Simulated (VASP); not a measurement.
Crystal: TiB2.

```
Ti B
1.0
     3.00887    0.00000    0.00000
    -1.50443    2.60576    0.00000
     0.00000    0.00000    3.20673
Ti B
1 2
Direct
  0.00000 0.00000 0.00000
  0.66667 0.33333 0.50000
  0.33333 0.66667 0.50000
```

This cell differs from its parent crystal: volume scaled by 0.98.

Base run:

```yaml
Program: VASP 6.6.1
Functional: PBEsol
Potentials_or_basis: VASP PAW PBE potentials, release 64 (Ti_sv, B)
Cutoff: 520 eV
k_mesh: 10 × 10 × 8
Occupations: fermi-dirac, width 0.05 eV
Spin: no spin polarisation
```

Its results: band gap on the k mesh zero (band 9 reaches 10.51 eV, above the bottom of band 10 at 9.94 eV); pressure 0.6 GPa.

Problem. The run is repeated on the same cell with these changes: functional from PBEsol to LDA; potentials or basis from VASP PAW PBE potentials, release 64 (Ti_sv, B) to VASP PAW LDA potentials, release 64 (Ti_sv, B). What comes out?

Solution. Band gap on the k mesh zero (band 9 reaches 10.53 eV, above the bottom of band 10 at 9.96 eV); pressure -5.7 GPa.

Caveats: the PAW data sets were made with another functional, which shifts forces and pressure a little (some runs).
